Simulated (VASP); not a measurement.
# Ir in VASP: single point with LDA

Aim: the single point of Ir with LDA.

Program: VASP 6.6.1. These are calculated values, not measurements. Logs are shortened: lines on timing, memory, paths and dates and some standing lists are left out, and cuts for length are marked.

### Step 1. The cell of the first run

The cell holds a slab with vacuum, 5 atoms: a = 2.695 Å, b = 2.695 Å, c = 23.623 Å, α = 90.00°, β = 90.00°, γ = 90.00°.

### Step 2. Single point, LDA

POSCAR reads:

```
Ir
1.0
    2.6951476502      0.0000000000      0.0000000000
    0.0000000000      2.6951476502      0.0000000000
    0.0000000000      0.0000000000     23.6230000000
Ir
5
Direct
    0.0000000000      0.0000000000      0.3386524000
    0.5000000000      0.5000000000      0.4193261997
    0.0000000000      0.0000000000      0.5000000000
    0.5000000000      0.5000000000      0.5806738003
    0.0000000000      0.0000000000      0.6613476000
```

INCAR.step1 reads:

```
SYSTEM = Ir
ALGO     = Normal         ! electronic algorithm
DIPOL    = 0.5 0.5 0.500
EDIFF    = 1E-6           ! SCF threshold, eV
ENCUT    = 520            ! plane-wave cutoff, eV
GGA      = CA             ! functional
IDIPOL   = 3            
ISIF     = 2              ! what is computed and relaxed
ISMEAR   = -1             ! smearing method
LASPH    = .TRUE.         ! aspherical terms in the spheres
LCHARG   = .TRUE.         ! write CHGCAR
LDIPOL   = .TRUE.       
LMAXMIX  = 4              ! l up to which the mixer works
LREAL    = .FALSE.        ! projectors in reciprocal space
LWAVE    = .FALSE.        ! write WAVECAR
NBANDS   = 30             ! bands
NELM     = 80             ! most SCF steps
PREC     = Accurate       ! precision mode
SIGMA    = 0.05           ! smearing width, eV
```

KPOINTS.step1 reads:

```
k-points
0
G
  12 12 1
  0 0 0
```

INCAR.step2 reads:

```
SYSTEM = Ir
ALGO     = Normal         ! electronic algorithm
DIPOL    = 0.5 0.5 0.500
EDIFF    = 1E-6           ! SCF threshold, eV
ENCUT    = 520            ! plane-wave cutoff, eV
GGA      = CA             ! functional
ICHARG   = 11             ! starting density
IDIPOL   = 3            
ISIF     = 2              ! what is computed and relaxed
ISMEAR   = -5             ! smearing method
LASPH    = .TRUE.         ! aspherical terms in the spheres
LCHARG   = .FALSE.        ! write CHGCAR
LDIPOL   = .TRUE.       
LMAXMIX  = 4              ! l up to which the mixer works
LORBIT   = 10             ! projections on sites
LREAL    = .FALSE.        ! projectors in reciprocal space
LWAVE    = .FALSE.        ! write WAVECAR
NBANDS   = 30             ! bands
NEDOS    = 1001           ! points of the DOS
NELM     = 80             ! most SCF steps
PREC     = Accurate       ! precision mode
SIGMA    = 0.05           ! smearing width, eV
```

KPOINTS.step2 reads:

```
k-points
0
G
  18 18 1
  0 0 0
```

Potentials or basis: VASP PAW LDA potentials, release 64 (Ir).

Command:

```
> cat potpaw_LDA.64/Ir/POTCAR > POTCAR
> cp INCAR.step1 INCAR
> cp KPOINTS.step1 KPOINTS
> mpirun -np 1 vasp_std > vasp.out
> cp INCAR.step2 INCAR
> cp KPOINTS.step2 KPOINTS
> mpirun -np 1 vasp_std > vasp.out
```

OUTCAR:

```text
SYSTEM = Ir
   EDIFF = 1E-6
   ENCUT = 520
   GGA = CA
   ICHARG = 11
   ISIF = 2
   ISMEAR = -5
   LASPH = .TRUE.
   LORBIT = 10
   LREAL = .FALSE.
   NELM = 80
   PREC = Accurate

 ion  position               nearest neighbor table
   1  0.000  0.000  0.339-   2 2.70   2 2.70   2 2.70   2 2.70
   2  0.500  0.500  0.419-   1 2.70   1 2.70   1 2.70   1 2.70   3 2.70   3 2.70   3 2.70   3 2.70

   3  0.000  0.000  0.500-   2 2.70   4 2.70   2 2.70   4 2.70   2 2.70   4 2.70   2 2.70   4 2.70

   4  0.500  0.500  0.581-   5 2.70   5 2.70   5 2.70   5 2.70   3 2.70   3 2.70   3 2.70   3 2.70

   5  0.000  0.000  0.661-   4 2.70   4 2.70   4 2.70   4 2.70

  LATTYP: Found a simple tetragonal cell.
 ALAT       =     2.6951476502
 C/A-ratio  =     8.7650114450

  Lattice vectors:

 A1 = (   2.6951476502,   0.0000000000,   0.0000000000)
 A2 = (   0.0000000000,   2.6951476502,   0.0000000000)
 A3 = (   0.0000000000,   0.0000000000,  23.6230000000)

Analysis of symmetry for initial positions (statically):
=====================================================================
 Subroutine PRICEL returns:
 Original cell was already a primitive cell.

 Routine SETGRP: Setting up the symmetry group for a
 simple tetragonal supercell.

 Subroutine GETGRP returns: Found 16 space group operations
 (whereof 16 operations were pure point group operations)
 out of a pool of 16 trial point group operations.

The static configuration has the point symmetry D_4h.

Analysis of symmetry for dynamics (positions and initial velocities):
=====================================================================
 Subroutine PRICEL returns:
 Original cell was already a primitive cell.

 Routine SETGRP: Setting up the symmetry group for a
 simple tetragonal supercell.

 Subroutine GETGRP returns: Found 16 space group operations
 (whereof 16 operations were pure point group operations)
 out of a pool of 16 trial point group operations.

The dynamic configuration has the point symmetry D_4h.

 Subroutine INISYM returns: Found 16 space group operations
 (whereof 16 operations are pure point group operations),
 and found     1 'primitive' translations

----------------------------------------------------------------------------------------

                                     Primitive cell

  volume of cell :     171.5932

  direct lattice vectors                    reciprocal lattice vectors
     2.695147650  0.000000000  0.000000000     0.371037186  0.000000000  0.000000000
     0.000000000  2.695147650  0.000000000     0.000000000  0.371037186  0.000000000
     0.000000000  0.000000000 23.623000000     0.000000000  0.000000000  0.042331626

  length of vectors
     2.695147650  2.695147650 23.623000000     0.371037186  0.371037186  0.042331626

  position of ions in fractional coordinates (direct lattice)
     0.000000000  0.000000000  0.338652400
     0.500000000  0.500000000  0.419326200
     0.000000000  0.000000000  0.500000000
     0.500000000  0.500000000  0.580673800
     0.000000000  0.000000000  0.661347600

  ion indices of the primitive-cell ions
   primitive index   ion index
                 1           1
                 2           2
                 3           3
                 4           4
                 5           5

----------------------------------------------------------------------------------------

 KPOINTS: k-points

Automatic generation of k-mesh.
 Grid dimensions read from file:
 generate k-points for:   18   18    1

 Generating k-lattice:

  Cartesian coordinates                     Fractional coordinates (reciprocal lattice)
     0.020613177  0.000000000  0.000000000     0.055555556  0.000000000  0.000000000
     0.000000000  0.020613177  0.000000000     0.000000000  0.055555556  0.000000000
     0.000000000  0.000000000  0.042331626     0.000000000  0.000000000  1.000000000

  Length of vectors
     0.020613177  0.020613177  0.042331626

  Shift w.r.t. Gamma in fractional coordinates (k-lattice)
     0.000000000  0.000000000  0.000000000

 TETIRR: Found    495 inequivalent tetrahedra from     1944

 Subroutine IBZKPT returns following result:
 ===========================================

 Found     55 irreducible k-points:

 Following reciprocal coordinates:
            Coordinates               Weight
  0.000000  0.000000  0.000000      1.000000
  0.055556  0.000000  0.000000      4.000000
  0.111111  0.000000  0.000000      4.000000
  0.166667  0.000000  0.000000      4.000000
  0.222222  0.000000  0.000000      4.000000
  0.277778  0.000000  0.000000      4.000000
[... 16 lines left out ...]
  0.277778  0.111111  0.000000      8.000000
  0.333333  0.111111  0.000000      8.000000
 [... further k-points ...]
   k-points           NKPTS =     55   k-points in BZ     NKDIM =     55   number of bands    NBANDS=     30
   number of dos      NEDOS =   1001   number of ions     NIONS =      5
   total plane-waves  NPLWV =  72000
   dimension x,y,z NGX =    20 NGY =   20 NGZ =  180
   dimension x,y,z NGXF=    40 NGYF=   40 NGZF=  360
   ions per type =               5
   NGX,Y,Z   is equivalent  to a cutoff of  12.34, 12.34, 12.67 a.u.
   NGXF,Y,Z  is equivalent  to a cutoff of  24.67, 24.67, 25.33 a.u.
 SYSTEM =  Ir
   PREC   = accura    normal or accurate (medium, high low for compatibility)
   ISTART =      0    job   : 0-new  1-cont  2-samecut
   ICHARG =     11    charge: 1-file 2-atom 10-const
   ISPIN  =      1    spin polarized calculation?
   LNONCOLLINEAR =      F non collinear calculations
   LSORBIT =      F    spin-orbit coupling
   LASPH  =      T    aspherical Exc in radial PAW
   ENCUT  =  520.0 eV  38.22 Ry    6.18 a.u.   5.01  5.01 43.92*2*pi/ulx,y,z
   NELM   =     80;   NELMIN=  2; NELMDL=  0     # of ELM steps
   EDIFF  = 0.1E-05   stopping-criterion for ELM
   LREAL  =      F    real-space projection
   EDIFFG = 0.1E-04   stopping-criterion for IOM
   NSW    =      0    number of steps for IOM
   IBRION =     -1    ionic relax: 0-MD 1-quasi-New 2-CG
   NFREE  =      0    steps in history (QN), initial steepest desc. (CG)
   ISIF   =      2    stress and relaxation
   ISYM   =      2    0-nonsym 1-usesym 2-fastsym
   POTIM  = 0.5000    time-step for ionic-motion
   TEBEG  =    0.0;   TEEND  =   0.0 temperature during run
   PSTRESS=    0.0 pullay stress
   NELECT =      45.0000    total number of electrons
   NUPDOWN=      -1.0000    fix difference up-down
   EMIN   =  10.00;   EMAX   =-10.00  energy-range for DOS
   EFERMI =   0.00;   METHOD = LEGACY
   ISMEAR =    -5;   SIGMA  =   0.05  broadening in eV -4-tet -1-fermi 0-gaus
   EFERMI_NEDOS =   21; number of points for ismear=-14 and -15
   IALGO  =     38    algorithm
   IMIX   =      4    mixing-type and parameters
     AMIX     =   0.40;   BMIX     =  1.00
     AMIX_MAG =   1.60;   BMIX_MAG =  1.00
  volume/ion in A,a.u.               =      34.32       231.59
  Fermi-wavevector in a.u.,A,eV,Ry     =   1.047882  1.980209 14.939961  1.098056
  Thomas-Fermi vector in A             =   2.182780
   LORBIT       =     10    0 simple, 1 ext, 2 COOP (PROOUT), +10 PAW based schemes
   GGA     = CA    functional components
   LHFCALC =     F    Hartree Fock is set to
   AEXX    =    0.0000 exact exchange contribution
   IVDW    =     0    specifies the selected vdW correction
   LEPSILON=     F    determine dielectric tensor
   LRPA    =     F    only Hartree local field effects (RPA)
 non-spin polarized calculation
 Fermi weights with tetrahedron method with Bloechl corrections
  energy-cutoff  :      520.00
  volume of cell :      171.59
 maximum number of plane-waves:      4659

 number of electron      45.0000002 magnetization

 dipolmoment           0.000000      0.000000     -0.000000 electrons x Angstroem

 Free energy of the ion-electron system (eV)
  ---------------------------------------------------
  ext. energy  EPLUGINS =         0.00000000
  ---------------------------------------------------
  free energy    TOTEN  =       -48.39018472 eV

  energy without entropy =      -48.39018472  energy(sigma->0) =      -48.39018472

 E-fermi :   0.7558     XC(G=0):  -6.7169

 val. band max:        0.8241700327   @ k =   0.1111   0.1111   0.0000
 cond. band min:       0.6921044791   @ k =   0.2778   0.0000   0.0000
 fundamental gap:     -0.1320655536
 Fermi energy:         0.7558430358

 k-point     1 :       0.0000    0.0000    0.0000
  band No.  band energies     occupation
      1     -10.0026      2.00000
      2      -8.5002      2.00000
      3      -7.2677      2.00000
      4      -6.5617      2.00000
      5      -6.5229      2.00000
      6      -6.2757      2.00000
[... 22 lines left out ...]
     29       2.0143      0.00000
     30       2.0144      0.00000

 k-point     2 :       0.0556    0.0000    0.0000
  band No.  band energies     occupation
      1      -9.9128      2.00000
      2      -8.4221      2.00000
      3      -7.1935      2.00000
      4      -6.4987      2.00000
      5      -6.4512      2.00000
      6      -6.1989      2.00000
[... 22 lines left out ...]
     29       1.8932      0.00000
     30       2.0654      0.00000

 k-point     3 :       0.1111    0.0000    0.0000
  band No.  band energies     occupation
      1      -9.6512      2.00000
      2      -8.2040      2.00000
      3      -7.0037      2.00000
      4      -6.3018      2.00000
      5      -6.2598      2.00000
      6      -6.0212      2.00000
[... 682 lines left out ...]
     29       3.3283      0.00000
     30       5.4451      0.00000

 k-point    24 :       0.3333    0.1111    0.0000
  band No.  band energies     occupation
      1      -7.3208      2.00000
      2      -6.8601      2.00000
      3      -6.1744      2.00000
      4      -5.3436      2.00000
      5      -5.1751      2.00000
      6      -4.5514      2.00000
[... 22 lines left out ...]
     29       3.7896      0.00000
     30       6.0056      0.00000

 [... further k-points ...]

------------------------ aborting loop because EDIFF is reached ----------------------------------------

 vacuum level on the upper side and lower side of the slab       (xc-potential included)        -0.239        -0.239

  FORCE on cell =-STRESS in cart. coord.  units (eV):
  Direction    XX          YY          ZZ          XY          YZ          ZX
  --------------------------------------------------------------------------------------
  -------------------------------------------------------------------------------------
  Total       -5.1725014     -5.1725014     -3.8736660      0.0000000      0.0000000      0.0000000
  in kB      -48.2959842    -48.2959842    -36.1686735      0.0000000      0.0000000      0.0000000
  external PRESSURE =     -44.2535473 kB  Pullay stress =       0.0000000 kB

 VOLUME and BASIS-vectors are now :
 -----------------------------------------------------------------------------
  energy-cutoff  :      520.00
  volume of cell :      171.59
      direct lattice vectors                 reciprocal lattice vectors
     2.695147650  0.000000000  0.000000000     0.371037186  0.000000000  0.000000000
     0.000000000  2.695147650  0.000000000     0.000000000  0.371037186  0.000000000
     0.000000000  0.000000000 23.623000000     0.000000000  0.000000000  0.042331626

 POSITION                                       TOTAL-FORCE (eV/Angst)
 -----------------------------------------------------------------------------------
      0.00000      0.00000      7.99999         0.000000      0.000000      1.125063
      1.34757      1.34757      9.90574        -0.000000     -0.000000     -1.285251
      0.00000      0.00000     11.81150         0.000000     -0.000000      0.000000
      1.34757      1.34757     13.71726        -0.000000      0.000000      1.285251
      0.00000      0.00000     15.62301         0.000000      0.000000     -1.125063
 -----------------------------------------------------------------------------------
    total drift:                               -0.000000      0.000000     -0.000000

  FREE ENERGIE OF THE ION-ELECTRON SYSTEM (eV)
  ---------------------------------------------------
  free  energy   TOTEN  =       -48.3901847167 eV

  energy  without entropy=      -48.3901847167  energy(sigma->0) =      -48.39018472

 vacuum level on the upper side and lower side of the slab         6.403         6.403

 total charge

# of ion       s       p       d       tot
------------------------------------------
    1        0.659   0.518   6.953   8.131
    2        0.684   0.752   7.007   8.444
    3        0.692   0.767   7.043   8.502
    4        0.684   0.752   7.007   8.444
    5        0.659   0.518   6.953   8.131
--------------------------------------------------
tot          3.379   3.309  34.964  41.651
```

Run time: 6.6 min. Hardware: 1 thread of Intel Xeon Platinum 8259CL at 2.50GHz (Skylake/Cascade Lake), shared host; peak memory 0.33 GiB.

Results:

```yaml
Valence_electrons_inside_the_program's_atomic_spheres: Ir 8.13, 8.44, 8.50 (each value once)
```

Caveat: spin-orbit coupling is left out, which moves the levels of the heavy elements.
